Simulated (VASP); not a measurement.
# GaN in VASP: a series of runs

The runs below take GaN through electric field gradients, with PBEsol.

All numbers are computed with VASP 6.6.1; they aren't measurements. Logs are shortened: lines on timing, memory, paths and dates and some standing lists are left out, and cuts for length are marked.

**1. The cell of the first run**

It takes space group Fm-3m (No. 225, cubic). The conventional cell has a = 3.972 Å, b = 3.972 Å, c = 3.972 Å, α = 90.00°, β = 90.00°, γ = 90.00°. Ga (site symmetry m-3m) has 6 N at 1.99 Å within 2.6 Å. N (site symmetry m-3m) has 6 Ga at 1.99 Å within 2.6 Å.

**2. Electric field gradients, PBEsol (volume scaled by 0.99)**

The input, INCAR:

```
PREC = Accurate
ENCUT = 520
EDIFF = 1E-8
ISMEAR = -1
SIGMA = 0.02
LREAL = False
LASPH = True
NELM = 60
ALGO = Normal
ISIF = 2
LWAVE = False
LCHARG = False
GGA = PS
LEFG = True
NBANDS = 16
```

The input, KPOINTS:

```
Automatic mesh
0
Gamma
  13 13 13
```

The input, POSCAR:

```
GaN
1.0
    0.0000000000      1.9858360706      1.9858360706
    1.9858360706      0.0000000000      1.9858360706
    1.9858360706      1.9858360706      0.0000000000
Ga N
1 1
Direct
    0.5000000000      0.5000000000      0.5000000000
    0.0000000000      0.0000000000      0.0000000000
```

Potentials or basis: VASP PAW PBE potentials, release 64 (Ga_d, N).

Run with:

```
$ cat potpaw_PBE.64/Ga_d/POTCAR potpaw_PBE.64/N/POTCAR > POTCAR
$ mpirun -np 1 vasp_std > vasp.out
```

OUTCAR:

```text
PREC = Accurate
   ENCUT = 520
   EDIFF = 1E-8
   ISMEAR = -1
   LREAL = False
   LASPH = True
   NELM = 60
   ISIF = 2
   GGA = PS

 ion  position               nearest neighbor table
   1  0.500  0.500  0.500-   2 1.99   2 1.99   2 1.99   2 1.99   2 1.99   2 1.99
   2  0.000  0.000  0.000-   1 1.99   1 1.99   1 1.99   1 1.99   1 1.99   1 1.99

  LATTYP: Found a face centered cubic cell.
 ALAT       =     3.9716721412

  Lattice vectors:

 A1 = (   0.0000000000,   1.9858360706,   1.9858360706)
 A2 = (   1.9858360706,   0.0000000000,   1.9858360706)
 A3 = (   1.9858360706,   1.9858360706,   0.0000000000)

Analysis of symmetry for initial positions (statically):
=====================================================================
 Subroutine PRICEL returns:
 Original cell was already a primitive cell.

 Routine SETGRP: Setting up the symmetry group for a
 face centered cubic supercell.

 Subroutine GETGRP returns: Found 48 space group operations
 (whereof 48 operations were pure point group operations)
 out of a pool of 48 trial point group operations.

The static configuration has the point symmetry O_h .

Analysis of symmetry for dynamics (positions and initial velocities):
=====================================================================
 Subroutine PRICEL returns:
 Original cell was already a primitive cell.

 Routine SETGRP: Setting up the symmetry group for a
 face centered cubic supercell.

 Subroutine GETGRP returns: Found 48 space group operations
 (whereof 48 operations were pure point group operations)
 out of a pool of 48 trial point group operations.

The dynamic configuration has the point symmetry O_h .

 Subroutine INISYM returns: Found 48 space group operations
 (whereof 48 operations are pure point group operations),
 and found     1 'primitive' translations

----------------------------------------------------------------------------------------

                                     Primitive cell

  volume of cell :      15.6625

  direct lattice vectors                    reciprocal lattice vectors
     0.000000000  1.985836071  1.985836071    -0.251783119  0.251783119  0.251783119
     1.985836071  0.000000000  1.985836071     0.251783119 -0.251783119  0.251783119
     1.985836071  1.985836071  0.000000000     0.251783119  0.251783119 -0.251783119

  length of vectors
     2.808396304  2.808396304  2.808396304     0.436101155  0.436101155  0.436101155

  position of ions in fractional coordinates (direct lattice)
     0.500000000  0.500000000  0.500000000
     0.000000000  0.000000000  0.000000000

  ion indices of the primitive-cell ions
   primitive index   ion index
                 1           1
                 2           2

----------------------------------------------------------------------------------------

 KPOINTS: Automatic mesh

Automatic generation of k-mesh.
 Grid dimensions read from file:
 generate k-points for:   13   13   13

 Generating k-lattice:

  Cartesian coordinates                     Fractional coordinates (reciprocal lattice)
    -0.019367932  0.019367932  0.019367932     0.076923077  0.000000000  0.000000000
     0.019367932 -0.019367932  0.019367932     0.000000000  0.076923077  0.000000000
     0.019367932  0.019367932 -0.019367932     0.000000000  0.000000000  0.076923077

  Length of vectors
     0.033546243  0.033546243  0.033546243

  Shift w.r.t. Gamma in fractional coordinates (k-lattice)
     0.000000000  0.000000000  0.000000000

 Subroutine IBZKPT returns following result:
 ===========================================

 Found     84 irreducible k-points:

 Following reciprocal coordinates:
            Coordinates               Weight
  0.000000  0.000000  0.000000      1.000000
  0.076923  0.000000  0.000000      8.000000
  0.153846  0.000000  0.000000      8.000000
  0.230769  0.000000  0.000000      8.000000
  0.307692  0.000000  0.000000      8.000000
  0.384615  0.000000  0.000000      8.000000
[... 16 lines left out ...]
  0.384615  0.153846  0.000000     24.000000
  0.461538  0.153846  0.000000     24.000000
 [... further k-points ...]
   k-points           NKPTS =     84   k-points in BZ     NKDIM =     84   number of bands    NBANDS=     16
   number of dos      NEDOS =    301   number of ions     NIONS =      2
   total plane-waves  NPLWV =  13824
   dimension x,y,z NGX =    24 NGY =   24 NGZ =   24
   dimension x,y,z NGXF=    48 NGYF=   48 NGZF=   48
   ions per type =               1   1
   NGX,Y,Z   is equivalent  to a cutoff of  14.21, 14.21, 14.21 a.u.
   NGXF,Y,Z  is equivalent  to a cutoff of  28.41, 28.41, 28.41 a.u.
 SYSTEM =  unknown system
   PREC   = accura    normal or accurate (medium, high low for compatibility)
   ISTART =      0    job   : 0-new  1-cont  2-samecut
   ICHARG =      2    charge: 1-file 2-atom 10-const
   ISPIN  =      1    spin polarized calculation?
   LNONCOLLINEAR =      F non collinear calculations
   LSORBIT =      F    spin-orbit coupling
   LASPH  =      T    aspherical Exc in radial PAW
   ENCUT  =  520.0 eV  38.22 Ry    6.18 a.u.   5.22  5.22  5.22*2*pi/ulx,y,z
   NELM   =     60;   NELMIN=  2; NELMDL= -5     # of ELM steps
   EDIFF  = 0.1E-07   stopping-criterion for ELM
   LREAL  =      F    real-space projection
   EDIFFG = 0.1E-06   stopping-criterion for IOM
   NSW    =      0    number of steps for IOM
   IBRION =     -1    ionic relax: 0-MD 1-quasi-New 2-CG
   NFREE  =      0    steps in history (QN), initial steepest desc. (CG)
   ISIF   =      2    stress and relaxation
   ISYM   =      2    0-nonsym 1-usesym 2-fastsym
   POTIM  = 0.5000    time-step for ionic-motion
   TEBEG  =    0.0;   TEEND  =   0.0 temperature during run
   PSTRESS=    0.0 pullay stress
   NELECT =      18.0000    total number of electrons
   NUPDOWN=      -1.0000    fix difference up-down
   EMIN   =  10.00;   EMAX   =-10.00  energy-range for DOS
   EFERMI =   0.00;   METHOD = LEGACY
   ISMEAR =    -1;   SIGMA  =   0.02  broadening in eV -4-tet -1-fermi 0-gaus
   EFERMI_NEDOS =   21; number of points for ismear=-14 and -15
   IALGO  =     38    algorithm
   IMIX   =      4    mixing-type and parameters
     AMIX     =   0.40;   BMIX     =  1.00
     AMIX_MAG =   1.60;   BMIX_MAG =  1.00
  volume/ion in A,a.u.               =       7.83        52.85
  Fermi-wavevector in a.u.,A,eV,Ry     =   1.714795  3.240493 40.008241  2.940523
  Thomas-Fermi vector in A             =   2.792287
   LORBIT       =      0    0 simple, 1 ext, 2 COOP (PROOUT), +10 PAW based schemes
   GGA     = PS    functional components
   LHFCALC =     F    Hartree Fock is set to
   AEXX    =    0.0000 exact exchange contribution
   IVDW    =     0    specifies the selected vdW correction
   LEPSILON=     F    determine dielectric tensor
   LRPA    =     F    only Hartree local field effects (RPA)
 non-spin polarized calculation
  energy-cutoff  :      520.00
  volume of cell :       15.66
 maximum number of plane-waves:       440
 NGX is ok and might be reduce to    24
   NGX = 11   NGY = 11   NGZ = 11

 number of electron      17.9999997 magnetization

 Free energy of the ion-electron system (eV)
  ---------------------------------------------------
  ext. energy  EPLUGINS =         0.00000000
  ---------------------------------------------------
  free energy    TOTEN  =       -11.72058220 eV

  energy without entropy =      -11.72058220  energy(sigma->0) =      -11.72058220

 E-fermi :  10.7927     XC(G=0): -14.3906

 val. band max:       10.3382315394   @ k =  -0.2308   0.1538   0.0000
 cond. band min:      12.2276730921   @ k =   0.4615   0.4615   0.0000
 fundamental gap:      1.8894415527
 Fermi energy:        10.7927035281

 k-point     1 :       0.0000    0.0000    0.0000
  band No.  band energies     occupation
      1      -9.0619      2.00000
      2      -3.6282      2.00000
      3      -3.6282      2.00000
      4      -3.6282      2.00000
      5      -3.4700      2.00000
      6      -3.4700      2.00000
[... 8 lines left out ...]
     15      28.9301      0.00000
     16      28.9302      0.00000

 k-point     2 :       0.0769    0.0000    0.0000
  band No.  band energies     occupation
      1      -8.9224      2.00000
      2      -3.6398      2.00000
      3      -3.6178      2.00000
      4      -3.6178      2.00000
      5      -3.4871      2.00000
      6      -3.4871      2.00000
[... 8 lines left out ...]
     15      28.3963      0.00000
     16      28.3963      0.00000
[... 387 lines left out ...]
      5      -3.2633      2.00000
      6      -3.2033      2.00000
[... 8 lines left out ...]
     15      32.8594      0.00000
     16      35.2872      0.00000

 k-point    24 :       0.4615    0.1538    0.0000
  band No.  band energies     occupation
      1      -5.8425      2.00000
      2      -3.9858      2.00000
      3      -3.7768      2.00000
      4      -3.6657      2.00000
      5      -3.2322      2.00000
      6      -2.9463      2.00000
[... 8 lines left out ...]
     15      33.2484      0.00000
     16      36.6496      0.00000

 [... further k-points ...]
[... 5 lines left out ...]
  --------------------------------------------------------------------------------------
  -------------------------------------------------------------------------------------
  Total        6.2893902      6.2893902      6.2893902      0.0000000      0.0000000      0.0000000
  in kB      643.3672424    643.3672424    643.3672424      0.0000000      0.0000000      0.0000000
  external PRESSURE =     643.3672424 kB  Pullay stress =       0.0000000 kB

 VOLUME and BASIS-vectors are now :
 -----------------------------------------------------------------------------
  energy-cutoff  :      520.00
  volume of cell :       15.66
      direct lattice vectors                 reciprocal lattice vectors
     0.000000000  1.985836071  1.985836071    -0.251783119  0.251783119  0.251783119
     1.985836071  0.000000000  1.985836071     0.251783119 -0.251783119  0.251783119
     1.985836071  1.985836071  0.000000000     0.251783119  0.251783119 -0.251783119

 POSITION                                       TOTAL-FORCE (eV/Angst)
 -----------------------------------------------------------------------------------
      1.98584      1.98584      1.98584        -0.000000      0.000000      0.000000
      0.00000      0.00000      0.00000         0.000000     -0.000000     -0.000000
 -----------------------------------------------------------------------------------
    total drift:                                0.000000     -0.000000      0.000000

  FREE ENERGIE OF THE ION-ELECTRON SYSTEM (eV)
  ---------------------------------------------------
  free  energy   TOTEN  =       -11.7205822009 eV

  energy  without entropy=      -11.7205822009  energy(sigma->0) =      -11.72058220

 Electric field gradients (V/A^2)
---------------------------------------------------------------------
 ion       V_xx      V_yy      V_zz      V_xy      V_xz      V_yz
---------------------------------------------------------------------
   1      -0.000     0.000     0.000    -0.002    -0.002    -0.002
   2      -0.000    -0.000     0.000     0.000     0.000     0.000
---------------------------------------------------------------------

 Electric field gradients after diagonalization (V/A^2)
 (convention: |V_zz| > |V_xx| > |V_yy|)
----------------------------------------------------------------------
 ion       V_xx      V_yy      V_zz     asymmetry (V_yy - V_xx)/ V_zz
----------------------------------------------------------------------
   1       0.002     0.002    -0.004       0.000
   2      -0.000    -0.000     0.000       0.000
----------------------------------------------------------------------

           NMR quadrupolar parameters

 Cq : quadrupolar parameter    Cq=e*Q*V_zz/h
 eta: asymmetry parameters     (V_yy - V_xx)/ V_zz
 Q  : nuclear electric quadrupole moment in mb (millibarn)
----------------------------------------------------------------------
 ion       Cq(MHz)       eta       Q (mb)
----------------------------------------------------------------------
   1      -0.000       0.000       1.000
   2       0.000       0.000       1.000
----------------------------------------------------------------------
```

Wall time 22 s (1 thread of Intel Xeon Platinum 8259CL at 2.50GHz (Skylake/Cascade Lake), shared host); peak memory 0.15 GiB.

Results:

- Free energy: -11.7206 eV
- Pressure: 64.3 GPa
- Band gap on the k mesh: 1.89 eV, indirect (least direct gap 5.37 eV)

Levels at points of the mesh, in eV from the valence-band top:
```csv
k point,band 6,band 7,band 8,band 9,band 10,band 11,band 12,band 13
"(0.00, 0.00, 0.00)",-13.81,-0.78,-0.78,-0.78,4.59,15.76,15.76,15.76
```

Caveat: without QUAD_EFG the Cq values of the log hold for a quadrupole moment of 1 mb, not for the nuclei; the PAW data sets were made with another functional, which shifts forces and pressure a little. A k mesh can miss the band edges.

**3. Electric field gradients, PBEsol (volume scaled by 0.99)**

The input, INCAR:

```
SYSTEM = GaN
PREC     = Accurate       ! precision mode
ENCUT    = 520            ! plane-wave cutoff, eV
EDIFF    = 1E-8           ! SCF threshold, eV
ISMEAR   = -1             ! smearing method
SIGMA    = 0.02           ! smearing width, eV
LREAL    = .FALSE.        ! projectors in reciprocal space
LASPH    = .TRUE.         ! aspherical terms in the spheres
NELM     = 100            ! most SCF steps
ALGO     = Normal         ! electronic algorithm
ISIF     = 2              ! what is computed and relaxed
LWAVE    = .FALSE.        ! write WAVECAR
LCHARG   = .FALSE.        ! write CHGCAR
GGA      = PS             ! functional
LEFG     = .TRUE.       
NBANDS   = 16             ! bands
```

The input, KPOINTS:

```
regular mesh
0
G
  13 13 13
  0 0 0
```

POSCAR is that of step 2.

Potentials or basis: VASP PAW PBE potentials, release 64 (Ga_d, N).

Run with:

```
$ cat potpaw_PBE.64/Ga_d/POTCAR potpaw_PBE.64/N/POTCAR > POTCAR
$ mpirun -np 1 vasp_std > vasp.out
```

OUTCAR:

```text
SYSTEM = GaN
   PREC = Accurate
   ENCUT = 520
   EDIFF = 1E-8
   ISMEAR = -1
   LREAL = .FALSE.
   LASPH = .TRUE.
   NELM = 100
   ISIF = 2
   GGA = PS

 ion  position               nearest neighbor table
   1  0.500  0.500  0.500-   2 1.99   2 1.99   2 1.99   2 1.99   2 1.99   2 1.99
   2  0.000  0.000  0.000-   1 1.99   1 1.99   1 1.99   1 1.99   1 1.99   1 1.99

  LATTYP: Found a face centered cubic cell.
 ALAT       =     3.9716721412

  Lattice vectors:

 A1 = (   0.0000000000,   1.9858360706,   1.9858360706)
[... 669 lines left out ...]
  ---------------------------------------------------
  free  energy   TOTEN  =       -11.7205822009 eV

  energy  without entropy=      -11.7205822009  energy(sigma->0) =      -11.72058220

 Electric field gradients (V/A^2)
---------------------------------------------------------------------
 ion       V_xx      V_yy      V_zz      V_xy      V_xz      V_yz
---------------------------------------------------------------------
   1      -0.000     0.000     0.000    -0.002    -0.002    -0.002
   2      -0.000    -0.000     0.000     0.000     0.000     0.000
---------------------------------------------------------------------

 Electric field gradients after diagonalization (V/A^2)
 (convention: |V_zz| > |V_xx| > |V_yy|)
----------------------------------------------------------------------
 ion       V_xx      V_yy      V_zz     asymmetry (V_yy - V_xx)/ V_zz
----------------------------------------------------------------------
   1       0.002     0.002    -0.004       0.000
   2      -0.000    -0.000     0.000       0.000
----------------------------------------------------------------------

           NMR quadrupolar parameters

 Cq : quadrupolar parameter    Cq=e*Q*V_zz/h
 eta: asymmetry parameters     (V_yy - V_xx)/ V_zz
 Q  : nuclear electric quadrupole moment in mb (millibarn)
----------------------------------------------------------------------
 ion       Cq(MHz)       eta       Q (mb)
----------------------------------------------------------------------
   1      -0.000       0.000       1.000
   2       0.000       0.000       1.000
----------------------------------------------------------------------
```

OSZICAR:

```text
N       E                     dE             d eps       ncg     rms          rms(c)
DAV:   1     0.717646064611E+02    0.71765E+02   -0.88791E+03  2976   0.224E+03
DAV:   2    -0.968122681449E+01   -0.81446E+02   -0.74710E+02  3144   0.323E+02
DAV:   3    -0.136040932427E+02   -0.39229E+01   -0.39085E+01  3008   0.610E+01
DAV:   4    -0.136368308182E+02   -0.32738E-01   -0.32735E-01  3424   0.560E+00
DAV:   5    -0.136371202786E+02   -0.28946E-03   -0.28946E-03  3176   0.507E-01    0.756E+00
DAV:   6    -0.117849235328E+02    0.18522E+01   -0.35450E+00  4008   0.476E+01    0.253E+00
DAV:   7    -0.117456519356E+02    0.39272E-01   -0.28980E-01  3096   0.511E+00    0.163E+00
DAV:   8    -0.117222164467E+02    0.23435E-01   -0.22839E-02  3696   0.262E+00    0.353E-01
DAV:   9    -0.117206444769E+02    0.15720E-02   -0.53070E-03  3552   0.240E+00    0.744E-02
DAV:  10    -0.117205824230E+02    0.62054E-04   -0.32145E-04  3064   0.226E-01    0.228E-02
DAV:  11    -0.117205817937E+02    0.62929E-06   -0.39521E-05  3528   0.907E-02    0.172E-02
DAV:  12    -0.117205822027E+02   -0.40898E-06   -0.12936E-06  3024   0.117E-02    0.504E-03
DAV:  13    -0.117205822009E+02    0.18331E-08   -0.33681E-08  3456   0.270E-03
   1 F= -.11720582E+02 E0= -.11720582E+02  d E =-.157091E-11
```

Wall time 21 s (1 thread of Intel Xeon Platinum 8259CL at 2.50GHz (Skylake/Cascade Lake), shared host); peak memory 0.15 GiB.

What came out:

- Free energy: -11.7206 eV
- Pressure: 64.3 GPa
- Band gap on the k mesh: 1.89 eV, indirect (least direct gap 5.37 eV)

Caveat: without QUAD_EFG the Cq values of the log hold for a quadrupole moment of 1 mb, not for the nuclei; the PAW data sets were made with another functional, which shifts forces and pressure a little. A k mesh can miss the band edges.

(Part 1 of 3 ends here.)
